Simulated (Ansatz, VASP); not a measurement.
**One calculation of TiO2, two programs**

```xyz
6
Lattice="-1.8849 1.8849 4.7759 1.8849 -1.8849 4.7759 1.8849 1.8849 -4.7759" Properties=species:S:1:pos:R:3 pbc="T T T"
Ti    0.0000    0.0000    0.0000
Ti    0.0000    1.8849    2.3879
O     0.0000    0.0000    1.9822
O     0.0000    1.8849    4.3702
O     0.0000    1.8849    0.4057
O     0.0000    0.0000    7.5695
```

Alike in both runs: functional PBEsol; k mesh 10 × 10 × 10; occupations gaussian, width 0.02 eV; no spin polarisation.

Ansatz relaxed the structure, and its values are those at the end. VASP's run is a single point on that final structure, the one shown.

|  | VASP | Ansatz |
| --- | --- | --- |
| version | VASP 6.6.1 | Ansatz 0.2.0 |
| potentials or method | VASP PAW PBE potentials, release 64 (Ti_sv, O), cutoff 520 eV | scalar-relativistic, plane waves, PAW |
| valence electrons in the cell | 48 | 48 |

|  | VASP | Ansatz | Ansatz less VASP |
| --- | --- | --- | --- |
| gap on the k mesh at the Fermi level (eV) | 2.10 | 2.12 | +0.025 |
| least direct gap on the mesh (eV) | 2.42 | 2.44 | +0.021 |
| pressure (GPa) | 0.7 | 0.0 | -0.70 |
| rms of the force components (eV/Å) | 0.009 | 0.000 | -0.0093 |

VASP's potentials were made for PBE, not for PBEsol.
